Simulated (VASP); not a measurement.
# Pb (P-1) in VASP: single point with PBE

Aim: the single point of Pb with PBE.

Everything below comes from runs of VASP 6.6.1. Logs are shortened: lines on timing, memory, paths and dates and some standing lists are left out, and cuts for length are marked.

## Step 1: The cell of the first run

The typed cell holds 2 atoms: a = 3.480 Å, b = 3.450 Å, c = 5.591 Å, α = 89.57°, β = 88.85°, γ = 119.13°.

## Step 2: Single point, PBE (equal xy, yz and zx shear strains of +2 %)

The input, INCAR:

```
ALGO     = Normal         # electronic algorithm
EDIFF    = 1E-6           # SCF threshold, eV
ENCUT    = 520            # plane-wave cutoff, eV
GGA      = PE             # functional
ISIF     = 2              # what is computed and relaxed
ISMEAR   = -1             # smearing method
LASPH    = T              # aspherical terms in the spheres
LCHARG   = F              # write CHGCAR
LREAL    = F              # projectors in reciprocal space
LWAVE    = F              # write WAVECAR
NBANDS   = 21             # bands
NELM     = 80             # most SCF steps
PREC     = Accurate       # precision mode
SIGMA    = 0.05           # smearing width, eV
```

The input, KPOINTS:

```
k-points
0
Gamma
  12 12 7
```

The input, POSCAR:

```
Pb
1.0
    3.4800006906      0.0348000069      0.0348000069
   -1.7098626553      2.9963689998      0.0127376866
    0.0559000000      0.0559000000      5.5900000000
Pb
2
Direct
    0.3333333333      0.6666666667      0.2500000000
    0.6666666667      0.3333333333      0.7500000000
```

Potentials or basis: VASP PAW PBE potentials, release 64 (Pb_d).

Command:

```bash
> cat potpaw_PBE.64/Pb_d/POTCAR > POTCAR
> mpirun -np 1 vasp_std > vasp.out
```

OUTCAR:

```text
EDIFF = 1E-6
   ENCUT = 520
   GGA = PE
   ISIF = 2
   ISMEAR = -1
   LASPH = T
   LREAL = F
   NELM = 80
   PREC = Accurate

 ion  position               nearest neighbor table
   1  0.333  0.667  0.250-   2 3.41   2 3.41   2 3.42   2 3.44   2 3.48   2 3.50
   2  0.667  0.333  0.750-   1 3.41   1 3.41   1 3.42   1 3.44   1 3.48   1 3.50

  LATTYP: Found a triclinic cell.
 ALAT       =     3.5105033889
 B/A-ratio  =     2.3183836413
 C/A-ratio  =     0.9914101448
 COS(alpha) =     0.0010804725
 COS(beta)  =     0.5129592076
 COS(gamma) =     0.6246184576

  Lattice vectors:

 A1 = (  -1.7701380353,  -3.0311690067,  -0.0475376935)
 A2 = (  -0.0043753800,  -5.9716380065,   5.5297246199)
 A3 = (  -3.4800006906,  -0.0348000069,  -0.0348000069)

Analysis of symmetry for initial positions (statically):
=====================================================================
 Subroutine PRICEL returns:
 Original cell was already a primitive cell.

 Routine SETGRP: Setting up the symmetry group for a
 triclinic supercell.

 Subroutine GETGRP returns: Found  2 space group operations
 (whereof  2 operations were pure point group operations)
 out of a pool of  2 trial point group operations.

The static configuration has the point symmetry S_2 .

Analysis of symmetry for dynamics (positions and initial velocities):
=====================================================================
 Subroutine PRICEL returns:
 Original cell was already a primitive cell.

 Routine SETGRP: Setting up the symmetry group for a
 triclinic supercell.

 Subroutine GETGRP returns: Found  2 space group operations
 (whereof  2 operations were pure point group operations)
 out of a pool of  2 trial point group operations.

The dynamic configuration has the point symmetry S_2 .

 Subroutine INISYM returns: Found  2 space group operations
 (whereof  2 operations are pure point group operations),
 and found     1 'primitive' translations

----------------------------------------------------------------------------------------

                                     Primitive cell

  volume of cell :      58.6100

  direct lattice vectors                    reciprocal lattice vectors
     3.480000691  0.034800007  0.034800007     0.285770227  0.163092401 -0.004488626
[... 80 lines left out ...]
   ISPIN  =      1    spin polarized calculation?
   LNONCOLLINEAR =      F non collinear calculations
   LSORBIT =      F    spin-orbit coupling
   LASPH  =      T    aspherical Exc in radial PAW
   ENCUT  =  520.0 eV  38.22 Ry    6.18 a.u.   6.47  6.41 10.39*2*pi/ulx,y,z
   NELM   =     80;   NELMIN=  2; NELMDL= -5     # of ELM steps
   EDIFF  = 0.1E-05   stopping-criterion for ELM
   LREAL  =      F    real-space projection
   EDIFFG = 0.1E-04   stopping-criterion for IOM
   NSW    =      0    number of steps for IOM
   IBRION =     -1    ionic relax: 0-MD 1-quasi-New 2-CG
   NFREE  =      0    steps in history (QN), initial steepest desc. (CG)
   ISIF   =      2    stress and relaxation
   ISYM   =      2    0-nonsym 1-usesym 2-fastsym
   POTIM  = 0.5000    time-step for ionic-motion
   TEBEG  =    0.0;   TEEND  =   0.0 temperature during run
   PSTRESS=    0.0 pullay stress
   NELECT =      28.0000    total number of electrons
   NUPDOWN=      -1.0000    fix difference up-down
   EMIN   =  10.00;   EMAX   =-10.00  energy-range for DOS
   EFERMI =   0.00;   METHOD = LEGACY
   ISMEAR =    -1;   SIGMA  =   0.05  broadening in eV -4-tet -1-fermi 0-gaus
   EFERMI_NEDOS =   21; number of points for ismear=-14 and -15
   IALGO  =     38    algorithm
   IMIX   =      4    mixing-type and parameters
     AMIX     =   0.40;   BMIX     =  1.00
     AMIX_MAG =   1.60;   BMIX_MAG =  1.00
  volume/ion in A,a.u.               =      29.30       197.76
  Fermi-wavevector in a.u.,A,eV,Ry     =   1.279785  2.418443 22.284291  1.637849
  Thomas-Fermi vector in A             =   2.412250
   LORBIT       =      0    0 simple, 1 ext, 2 COOP (PROOUT), +10 PAW based schemes
   GGA     = PE    functional components
   LHFCALC =     F    Hartree Fock is set to
   AEXX    =    0.0000 exact exchange contribution
   IVDW    =     0    specifies the selected vdW correction
   LEPSILON=     F    determine dielectric tensor
   LRPA    =     F    only Hartree local field effects (RPA)
 non-spin polarized calculation
  energy-cutoff  :      520.00
  volume of cell :       58.61
 maximum number of plane-waves:      1598
 NGX is ok and might be reduce to    28
   NGX = 13   NGY = 13   NGZ = 21

 number of electron      28.0000005 magnetization

 Free energy of the ion-electron system (eV)
  ---------------------------------------------------
  ext. energy  EPLUGINS =         0.00000000
  ---------------------------------------------------
  free energy    TOTEN  =        -7.02462549 eV

  energy without entropy =       -7.01400304  energy(sigma->0) =       -7.01931426

 E-fermi :   7.6472     XC(G=0): -10.3516

 val. band max:        7.6437673694   @ k =   0.3333  -0.1667   0.1429
 cond. band min:       7.6495676386   @ k =   0.2500   0.3333   0.0000
 fundamental gap:      0.0058002692
 Fermi energy:         7.6472498069

 k-point     1 :       0.0000    0.0000    0.0000
  band No.  band energies     occupation
      1      -9.4769      2.00000
      2      -9.4320      2.00000
      3      -9.4231      2.00000
      4      -9.3975      2.00000
      5      -9.3912      2.00000
      6      -9.3686      2.00000
[... 565 lines left out ...]
     20      17.1245      0.00000
     21      20.8106      0.00000

 [... further k-points ...]

------------------------ aborting loop because EDIFF is reached ----------------------------------------

  FORCE on cell =-STRESS in cart. coord.  units (eV):
  Direction    XX          YY          ZZ          XY          YZ          ZX
  --------------------------------------------------------------------------------------
  -------------------------------------------------------------------------------------
  Total        1.3893606      1.4075680      1.5738950     -0.0879070     -0.1123566     -0.1107807
  in kB       37.9799072     38.4776283     43.0243857     -2.4030486     -3.0714074     -3.0283301
  external PRESSURE =      39.8273071 kB  Pullay stress =       0.0000000 kB

 VOLUME and BASIS-vectors are now :
 -----------------------------------------------------------------------------
  energy-cutoff  :      520.00
  volume of cell :       58.61
      direct lattice vectors                 reciprocal lattice vectors
     3.480000691  0.034800007  0.034800007     0.285770227  0.163092401 -0.004488626
    -1.709862655  2.996369000  0.012737687    -0.003285902  0.331876152 -0.003285902
     0.055900000  0.055900000  5.590000000    -0.001771548 -0.001771548  0.178926308

 POSITION                                       TOTAL-FORCE (eV/Angst)
 -----------------------------------------------------------------------------------
      0.03407      2.02315      1.41759        -0.006389      0.000134      0.003763
      1.79197      1.06391      4.21995         0.006389     -0.000134     -0.003763
 -----------------------------------------------------------------------------------
    total drift:                                0.000000     -0.000000     -0.000000

  FREE ENERGIE OF THE ION-ELECTRON SYSTEM (eV)
  ---------------------------------------------------
  free  energy   TOTEN  =        -7.0246254900 eV

  energy  without entropy=       -7.0140030362  energy(sigma->0) =       -7.01931426
```

It took 4.8 min on 1 thread of Intel Xeon Platinum 8488C (Sapphire Rapids), shared host; peak memory 0.55 GiB.

What came out:

```
Free energy            : -7.0246 eV
Pressure               : 4.0 GPa
Largest force          : 0.007 eV/Å
Band gap on the k mesh : zero (bands 14 and 15 overlap by 7.54 eV)
```

Forces on the atoms (eV/Å):
```
Pb  -0.006  0.000  0.004
Pb   0.006  0.000 -0.004
```

Levels at points of the mesh, in eV from the Fermi level:
| k point | band 12 | band 13 | band 14 | band 15 | band 16 | band 17 |
| --- | --- | --- | --- | --- | --- | --- |
| (0.00, 0.00, 0.00) | -7.99 | -4.31 | 5.46 | 5.72 | 7.32 | 7.62 |
| (0.50, 0.00, 0.00) | -7.22 | -2.92 | -1.48 | -0.57 | 1.76 | 2.19 |
| (0.00, 0.50, 0.00) | -7.15 | -2.89 | -1.43 | -0.50 | 1.79 | 1.99 |
| (0.50, 0.50, 0.00) | -7.09 | -2.87 | -1.39 | -0.44 | 1.78 | 1.83 |

Caveat: the cell differs from its parent crystal (equal xy, yz and zx shear strains of +2 %); the cell stands under pressure; spin-orbit coupling is left out, which moves the levels of the heavy elements.
